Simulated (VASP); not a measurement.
A run of VASP 6.6.1:

The input POSCAR:

```
Ir
1.0
    4.1666672855      0.0000000000      0.0000000000
   -2.0833336427      3.6084397184      0.0000000000
    0.0000000000      0.0000000000      2.5719190547
Ir
3
Direct
    0.0000000000      1.0000000000      0.0000000000
    0.3333333333      0.6666666667      0.5000000000
    0.6666666667      0.3333333333      0.5000000000
```

Contents of INCAR.step1:

```
SYSTEM = Ir
ALGO = Normal
EDIFF = 1E-4
ENCUT = 520
GGA = PE
ISMEAR = -1
ISPIN = 2
LASPH = .True.
LCHARG = .False.
LMAXMIX = 4
LREAL = .False.
LWAVE = .True.
MAGMOM = 1 1 1
NBANDS = 24
NELM = 150
PREC = Accurate
SIGMA = 0.05
```

File INCAR.step2:

```
SYSTEM = Ir
ALGO = Normal
EDIFF = 1E-6
ENCUT = 520
ISIF = 2
ISMEAR = -1
ISPIN = 2
ISTART = 1
LASPH = .True.
LCHARG = .False.
LMAXMIX = 4
LMIXTAU = .True.
LORBIT = 11
LREAL = .False.
LWAVE = .False.
MAGMOM = 1 1 1
METAGGA = R2SCAN
NBANDS = 24
NELM = 150
PREC = Accurate
SIGMA = 0.05
```

File KPOINTS:

```
k-points
0
Gamma
  10 10 13
  0 0 0
```

Potentials or basis: VASP PAW PBE potentials, release 64 (Ir).

Run with:

```bash
$ cat potpaw_PBE.64/Ir/POTCAR > POTCAR
$ cp INCAR.step1 INCAR
$ mpirun -np 1 vasp_std > vasp.out
$ cp INCAR.step2 INCAR
$ mpirun -np 1 vasp_std > vasp.out
```

Hardware: 1 thread of Intel Xeon 8259CL (shared host).

Estimate the wall time of this run.

Run time: 12 min on 1 thread of Intel Xeon 8259CL, with other jobs on the host, peak memory 0.27 GiB. Counts: k points 98.
